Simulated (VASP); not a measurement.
# KF in VASP: notebook, part 2 of 3

VASP 6.6.1. Earlier steps stand in the parts before.

**3. Single point, r2SCAN (strain -4.6%)**

Contents of POSCAR:

```
KF
1.0
    0.0000000000      2.5374460657      2.5374460657
    2.5374460657      0.0000000000      2.5374460657
    2.5374460657      2.5374460657      0.0000000000
K F
1 1
Direct
    0.0000000000      0.0000000000      0.0000000000
    0.5000000000      0.5000000000      0.5000000000
```

Contents of INCAR.step1:

```
SYSTEM = KF
ALGO = Normal
EDIFF = 1E-4
ENCUT = 520
GGA = PE
ISMEAR = 0
LASPH = .TRUE.
LCHARG = .FALSE.
LREAL = .FALSE.
LWAVE = .TRUE.
NBANDS = 15
NELM = 60
PREC = Accurate
SIGMA = 0.01
```

Contents of INCAR.step2:

```
SYSTEM = KF
ALGO = Normal
EDIFF = 1E-6
ENCUT = 520
ISIF = 2
ISMEAR = 0
ISTART = 1
LASPH = .TRUE.
LCHARG = .FALSE.
LMIXTAU = .TRUE.
LREAL = .FALSE.
LWAVE = .FALSE.
METAGGA = R2SCAN
NBANDS = 15
NELM = 60
PREC = Accurate
SIGMA = 0.01
```

Contents of KPOINTS:

```
k-points
0
G
  8 8 8
  0 0 0
```

Potentials or basis: VASP PAW PBE potentials, release 64 (K_sv, F).

On the command line:

```
> cat potpaw_PBE.64/K_sv/POTCAR potpaw_PBE.64/F/POTCAR > POTCAR
> cp INCAR.step1 INCAR
> mpirun -np 1 vasp_std > vasp.out
> cp INCAR.step2 INCAR
> mpirun -np 1 vasp_std > vasp.out
```

It took 40 s on 1 thread of Intel Xeon Platinum 8488C (Sapphire Rapids), shared host; peak memory 0.16 GiB.

It converged, with:

| Property | Result |
| --- | --- |
| Free energy | -14.8707 eV |
| Pressure | 7.1 GPa |
| Band gap on the k mesh | 7.74 eV, direct |

Levels at points of the mesh, in eV from the valence-band top:
```tsv
k point	band 6	band 7	band 8	band 9	band 10	band 11
(0.00, 0.00, 0.00)	0.00	0.00	0.00	7.74	11.85	11.85
(0.50, 0.00, 0.00)	-0.95	-0.49	-0.49	10.33	12.50	13.67
(0.50, 0.50, 0.00)	-0.08	0.00	0.00	8.85	12.13	13.78
```

Caveat: the cell differs from its parent crystal (strain -4.6%); the PAW data sets were made with another functional, which shifts forces and pressure a little.

**4. Single point, PBE (epitaxial xy strain +0.4%)**

Contents of INCAR:

```
SYSTEM = KF
  PREC = Accurate
  ENCUT = 520
  EDIFF = 1E-7
  ISMEAR = -1
  SIGMA = 0.02
  LREAL = .False.
  LASPH = .True.
  NELM = 100
  ALGO = Normal
  ISIF = 2
  LWAVE = .False.
  LCHARG = .False.
  GGA = PE
  NBANDS = 15
```

Contents of KPOINTS:

```
regular mesh
0
Gamma
  8 8 8
  0 0 0
```

Contents of POSCAR:

```
KF
1.0
    0.0000000000      2.6701281979      2.6533767463
    2.6701281979      0.0000000000      2.6533767463
    2.6701281979      2.6701281979      0.0000000000
K F
1 1
Direct
    0.0000000000      0.0000000000      0.0000000000
    0.5000000000      0.5000000000      0.5000000000
```

Potentials or basis: VASP PAW PBE potentials, release 64 (K_sv, F).

On the command line:

```
> cat potpaw_PBE.64/K_sv/POTCAR potpaw_PBE.64/F/POTCAR > POTCAR
> mpirun -np 1 vasp_std > vasp.out
```

OUTCAR:

```text
SYSTEM = KF
   PREC = Accurate
   ENCUT = 520
   EDIFF = 1E-7
   ISMEAR = -1
   LREAL = .False.
   LASPH = .True.
   NELM = 100
   ISIF = 2
   GGA = PE

 ion  position               nearest neighbor table
   1  0.000  0.000  0.000-   2 2.65   2 2.65   2 2.67   2 2.67   2 2.67   2 2.67
   2  0.500  0.500  0.500-   1 2.65   1 2.65   1 2.67   1 2.67   1 2.67   1 2.67

  LATTYP: Found a body centered tetragonal cell.
 ALAT       =     3.7761315107
 C/A-ratio  =     1.4053412805

  Lattice vectors:

 A1 = (   0.0000000000,  -2.6701281979,  -2.6533767463)
 A2 = (   0.0000000000,   2.6701281979,  -2.6533767463)
 A3 = (   2.6701281979,   0.0000000000,   2.6533767463)

Analysis of symmetry for initial positions (statically):
=====================================================================
 Subroutine PRICEL returns:
 Original cell was already a primitive cell.

 Routine SETGRP: Setting up the symmetry group for a
 body centered tetragonal supercell.

 Subroutine GETGRP returns: Found 16 space group operations
 (whereof 16 operations were pure point group operations)
 out of a pool of 16 trial point group operations.

The static configuration has the point symmetry D_4h.

Analysis of symmetry for dynamics (positions and initial velocities):
=====================================================================
 Subroutine PRICEL returns:
 Original cell was already a primitive cell.

 Routine SETGRP: Setting up the symmetry group for a
 body centered tetragonal supercell.

 Subroutine GETGRP returns: Found 16 space group operations
 (whereof 16 operations were pure point group operations)
 out of a pool of 16 trial point group operations.

The dynamic configuration has the point symmetry D_4h.

 Subroutine INISYM returns: Found 16 space group operations
 (whereof 16 operations are pure point group operations),
 and found     1 'primitive' translations

----------------------------------------------------------------------------------------

                                     Primitive cell

  volume of cell :      37.8349

  direct lattice vectors                    reciprocal lattice vectors
     0.000000000  2.670128198  2.653376746    -0.187256927  0.187256927  0.188439128
     2.670128198  0.000000000  2.653376746     0.187256927 -0.187256927  0.188439128
     2.670128198  2.670128198  0.000000000     0.187256927  0.187256927 -0.188439128

  length of vectors
     3.764305082  3.764305082  3.776131511     0.325022489  0.325022489  0.325022489

  position of ions in fractional coordinates (direct lattice)
     0.000000000  0.000000000  0.000000000
     0.500000000  0.500000000  0.500000000

  ion indices of the primitive-cell ions
   primitive index   ion index
                 1           1
                 2           2

----------------------------------------------------------------------------------------

 KPOINTS: regular mesh

Automatic generation of k-mesh.
 Grid dimensions read from file:
 generate k-points for:    8    8    8

 Generating k-lattice:

  Cartesian coordinates                     Fractional coordinates (reciprocal lattice)
[... 39 lines left out ...]
  0.250000  0.000000  0.125000     16.000000
  0.375000 -0.000000  0.125000     16.000000
 [... further k-points ...]
   k-points           NKPTS =     59   k-points in BZ     NKDIM =     59   number of bands    NBANDS=     15
   number of dos      NEDOS =    301   number of ions     NIONS =      2
   total plane-waves  NPLWV =  21952
   dimension x,y,z NGX =    28 NGY =   28 NGZ =   28
   dimension x,y,z NGXF=    56 NGYF=   56 NGZF=   56
   ions per type =               1   1
   NGX,Y,Z   is equivalent  to a cutoff of  12.37, 12.37, 12.33 a.u.
   NGXF,Y,Z  is equivalent  to a cutoff of  24.73, 24.73, 24.65 a.u.
 SYSTEM =  KF
   PREC   = accura    normal or accurate (medium, high low for compatibility)
   ISTART =      0    job   : 0-new  1-cont  2-samecut
   ICHARG =      2    charge: 1-file 2-atom 10-const
   ISPIN  =      1    spin polarized calculation?
   LNONCOLLINEAR =      F non collinear calculations
   LSORBIT =      F    spin-orbit coupling
   LASPH  =      T    aspherical Exc in radial PAW
   ENCUT  =  520.0 eV  38.22 Ry    6.18 a.u.   7.00  7.00  7.02*2*pi/ulx,y,z
   NELM   =    100;   NELMIN=  2; NELMDL= -5     # of ELM steps
   EDIFF  = 0.1E-06   stopping-criterion for ELM
   LREAL  =      F    real-space projection
   EDIFFG = 0.1E-05   stopping-criterion for IOM
   NSW    =      0    number of steps for IOM
   IBRION =     -1    ionic relax: 0-MD 1-quasi-New 2-CG
   NFREE  =      0    steps in history (QN), initial steepest desc. (CG)
   ISIF   =      2    stress and relaxation
   ISYM   =      2    0-nonsym 1-usesym 2-fastsym
   POTIM  = 0.5000    time-step for ionic-motion
   TEBEG  =    0.0;   TEEND  =   0.0 temperature during run
   PSTRESS=    0.0 pullay stress
   NELECT =      16.0000    total number of electrons
   NUPDOWN=      -1.0000    fix difference up-down
   EMIN   =  10.00;   EMAX   =-10.00  energy-range for DOS
   EFERMI =   0.00;   METHOD = LEGACY
   ISMEAR =    -1;   SIGMA  =   0.02  broadening in eV -4-tet -1-fermi 0-gaus
   EFERMI_NEDOS =   21; number of points for ismear=-14 and -15
   IALGO  =     38    algorithm
   IMIX   =      4    mixing-type and parameters
     AMIX     =   0.40;   BMIX     =  1.00
     AMIX_MAG =   1.60;   BMIX_MAG =  1.00
  volume/ion in A,a.u.               =      18.92       127.66
  Fermi-wavevector in a.u.,A,eV,Ry     =   1.228807  2.322109 20.544353  1.509967
  Thomas-Fermi vector in A             =   2.363719
   LORBIT       =      0    0 simple, 1 ext, 2 COOP (PROOUT), +10 PAW based schemes
   GGA     = PE    functional components
   LHFCALC =     F    Hartree Fock is set to
   AEXX    =    0.0000 exact exchange contribution
   IVDW    =     0    specifies the selected vdW correction
   LEPSILON=     F    determine dielectric tensor
   LRPA    =     F    only Hartree local field effects (RPA)
 non-spin polarized calculation
  energy-cutoff  :      520.00
  volume of cell :       37.83
 maximum number of plane-waves:      1036
   NGX = 13   NGY = 13   NGZ = 13

 number of electron      16.0000007 magnetization

 Free energy of the ion-electron system (eV)
  ---------------------------------------------------
  ext. energy  EPLUGINS =         0.00000000
  ---------------------------------------------------
  free energy    TOTEN  =        -8.28644895 eV

  energy without entropy =       -8.28644895  energy(sigma->0) =       -8.28644895

 E-fermi :  -2.3729     XC(G=0):  -8.4411

 val. band max:       -2.7759067960   @ k =   0.0000   0.0000   0.0000
 cond. band min:       3.4264505498   @ k =   0.0000   0.0000   0.0000
 fundamental gap:      6.2023573457
 Fermi energy:        -2.3728951331

 k-point     1 :       0.0000    0.0000    0.0000
  band No.  band energies     occupation
      1     -28.8970      2.00000
      2     -21.4428      2.00000
      3     -12.1419      2.00000
      4     -12.1419      2.00000
      5     -12.1404      2.00000
      6      -2.7857      2.00000
      7      -2.7857      2.00000
      8      -2.7759      2.00000
      9       3.4265      0.00000
     10       7.9080      0.00000
     11       7.9080      0.00000
     12       7.9441      0.00000
     13       9.5715      0.00000
     14       9.6342      0.00000
[... 401 lines left out ...]
      2     -21.5064      2.00000
      3     -12.3693      2.00000
      4     -12.2133      2.00000
      5     -12.2086      2.00000
      6      -3.3800      2.00000
      7      -3.0443      2.00000
      8      -2.9836      2.00000
      9       5.9175      0.00000
     10       6.9865      0.00000
     11       9.0971      0.00000
     12       9.3265      0.00000
     13      10.6462      0.00000
     14      10.8615      0.00000
     15      14.8067      0.00000

 [... further k-points ...]

------------------------ aborting loop because EDIFF is reached ----------------------------------------

  FORCE on cell =-STRESS in cart. coord.  units (eV):
  Direction    XX          YY          ZZ          XY          YZ          ZX
  --------------------------------------------------------------------------------------
  -------------------------------------------------------------------------------------
  Total        0.3773477      0.3773477      0.4707141      0.0000000      0.0000000      0.0000000
  in kB       15.9793526     15.9793526     19.9330912      0.0000000      0.0000000      0.0000000
  external PRESSURE =      17.2972654 kB  Pullay stress =       0.0000000 kB

 VOLUME and BASIS-vectors are now :
 -----------------------------------------------------------------------------
  energy-cutoff  :      520.00
  volume of cell :       37.83
      direct lattice vectors                 reciprocal lattice vectors
     0.000000000  2.670128198  2.653376746    -0.187256927  0.187256927  0.188439128
     2.670128198  0.000000000  2.653376746     0.187256927 -0.187256927  0.188439128
     2.670128198  2.670128198  0.000000000     0.187256927  0.187256927 -0.188439128

 POSITION                                       TOTAL-FORCE (eV/Angst)
 -----------------------------------------------------------------------------------
      0.00000      0.00000      0.00000        -0.000000      0.000000      0.000000
      2.67013      2.67013      2.65338         0.000000     -0.000000      0.000000
 -----------------------------------------------------------------------------------
    total drift:                                0.000000      0.000000      0.000000

  FREE ENERGIE OF THE ION-ELECTRON SYSTEM (eV)
  ---------------------------------------------------
  free  energy   TOTEN  =        -8.2864489451 eV

  energy  without entropy=       -8.2864489450  energy(sigma->0) =       -8.28644895
```

OSZICAR:

```text
N       E                     dE             d eps       ncg     rms          rms(c)
DAV:   1     0.107274174587E+03    0.10727E+03   -0.82716E+03  1770   0.104E+03
DAV:   2    -0.529718904770E+01   -0.11257E+03   -0.10453E+03  2360   0.282E+02
DAV:   3    -0.943842392785E+01   -0.41412E+01   -0.41259E+01  2378   0.482E+01
DAV:   4    -0.954685272097E+01   -0.10843E+00   -0.10842E+00  2355   0.738E+00
DAV:   5    -0.954776209633E+01   -0.90938E-03   -0.90937E-03  2371   0.613E-01    0.634E+00
DAV:   6    -0.831682001178E+01    0.12309E+01   -0.34901E+00  1840   0.148E+01    0.407E+00
DAV:   7    -0.828800115379E+01    0.28819E-01   -0.65981E-02  2204   0.223E+00    0.229E+00
DAV:   8    -0.828420345212E+01    0.37977E-02   -0.50644E-02  1973   0.223E+00    0.193E-01
DAV:   9    -0.828576179234E+01   -0.15583E-02   -0.38011E-03  2197   0.512E-01    0.123E-01
DAV:  10    -0.828632423712E+01   -0.56244E-03   -0.46854E-04  1854   0.188E-01    0.610E-02
DAV:  11    -0.828644992661E+01   -0.12569E-03   -0.12623E-04  1847   0.946E-02    0.197E-02
DAV:  12    -0.828644887387E+01    0.10527E-05   -0.12600E-05  2220   0.357E-02    0.435E-03
DAV:  13    -0.828644894822E+01   -0.74353E-07   -0.20891E-06  1952   0.130E-02    0.230E-03
DAV:  14    -0.828644894508E+01    0.31425E-08   -0.59813E-08  1885   0.230E-03
   1 F= -.82864489E+01 E0= -.82864489E+01  d E =-.344597E-10
```

Wall time 18 s (1 thread of Intel Xeon Platinum 8488C (Sapphire Rapids), shared host); peak memory 0.17 GiB.

Results:

- Free energy: -8.2864 eV
- Pressure: 1.7 GPa
- Band gap on the k mesh: 6.20 eV, direct

Caveat: the cell differs from its parent crystal (epitaxial xy strain +0.4%).

**5. Single point, PBE (shear xy strain -6.0%)**

Contents of INCAR:

```
SYSTEM = KF
  PREC = Accurate
  ENCUT = 520
  EDIFF = 1E-6
  ISMEAR = -1
  SIGMA = 0.02
  LREAL = .FALSE.
  LASPH = .TRUE.
  NELM = 80
  ALGO = Normal
  ISIF = 2
  LWAVE = .FALSE.
  LCHARG = .TRUE.
  GGA = PE
  LELF = .TRUE.
  LVHAR = .TRUE.
  NBANDS = 15
```

Contents of KPOINTS:

```
regular mesh
0
G
  8 8 8
  0 0 0
```

Contents of POSCAR:

```
KF
1.0
   -0.0791040768      2.6589605635      2.6589605635
    2.6589605635     -0.0791040768      2.6589605635
    2.5798564867      2.5798564867      0.0000000000
K F
1 1
Direct
    0.0000000000      0.0000000000      0.0000000000
    0.5000000000      0.5000000000      0.5000000000
```

On the command line:

```
> cat potpaw_PBE.64/K_sv/POTCAR potpaw_PBE.64/F/POTCAR > POTCAR
> mpirun -np 1 vasp_std > vasp.out
```

Run time: 25 s. Hardware: 1 thread of Intel Xeon Platinum 8488C (Sapphire Rapids), shared host; peak memory 0.18 GiB.

Results (log left out):

- Free energy: -8.2778 eV
- Pressure: 2.0 GPa
- Band gap on the k mesh: 6.20 eV, direct

Stress tensor (GPa, compression positive):
```
1.97 0.77 0.00
0.77 1.97 0.00
0.00 0.00 1.91
```

Levels at points of the mesh, in eV from the valence-band top:
| k point | band 4 | band 5 | band 6 | band 7 | band 8 | band 9 | band 10 | band 11 | band 12 | band 13 |
| --- | --- | --- | --- | --- | --- | --- | --- | --- | --- | --- |
| (0.00, 0.00, 0.00) | -9.39 | -9.37 | -0.06 | -0.04 | 0.00 | 6.20 | 10.39 | 10.66 | 10.99 | 12.39 |
| (0.50, 0.00, 0.00) | -9.41 | -9.40 | -0.85 | -0.39 | -0.31 | 9.01 | 10.60 | 11.85 | 12.28 | 14.25 |
| (0.50, 0.50, 0.00) | -9.64 | -9.57 | -0.24 | -0.12 | -0.05 | 8.17 | 10.35 | 11.89 | 13.67 | 14.26 |
| (0.00, 0.00, 0.50) | -9.44 | -9.43 | -0.84 | -0.46 | -0.39 | 9.15 | 10.77 | 11.93 | 12.35 | 14.29 |
| (0.50, 0.00, 0.50) | -9.60 | -9.60 | -0.25 | -0.09 | -0.09 | 8.17 | 10.32 | 11.91 | 13.59 | 14.26 |

Caveat: the cell differs from its parent crystal (shear xy strain -6.0%). A k mesh can miss the band edges.

(Part 2 of 3 ends here.)
